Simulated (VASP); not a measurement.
Here is a VASP 6.6.1 calculation.

Contents of INCAR:

```
  PREC = Accurate
  ENCUT = 520
  EDIFF = 1E-7
  ISMEAR = 0
  SIGMA = 0.15
  LREAL = False
  LASPH = True
  NELM = 60
  ALGO = Normal
  ISIF = 2
  LWAVE = False
  LCHARG = False
  GGA = PE
  NBANDS = 16
```

KPOINTS

```
regular mesh
0
Gamma
  24 24 18
```

The input POSCAR:

```
WC
1.0
    3.1244704561      0.0000000000      0.0000000000
   -1.5622352281      2.7058707884      0.0000000000
    0.0000000000      0.0000000000      2.4379582952
W C
1 1
Direct
    0.0000000000      0.0000000000      0.0000000000
    0.6666666667      0.3333333333      0.5000000000
```

Potentials or basis: VASP PAW PBE potentials, release 64 (W_sv, C).

The run is started by

```console
$ cat potpaw_PBE.64/W_sv/POTCAR potpaw_PBE.64/C/POTCAR > POTCAR
$ mpirun -np 1 vasp_std > vasp.out
```

Q: Estimate the band gap on the k mesh.

A: Zero (bands 9 and 10 overlap by 3.51 eV).

Q: Predict the pressure.

A: 36.7 GPa.

Stress tensor (GPa, compression positive):
```
-21.57   0.00   0.00
  0.00 -21.57   0.00
  0.00   0.00 153.18
```

Caveat: the stress differs along the axes, from -22 to 153 GPa; spin-orbit coupling is left out, which moves the levels of the heavy elements.
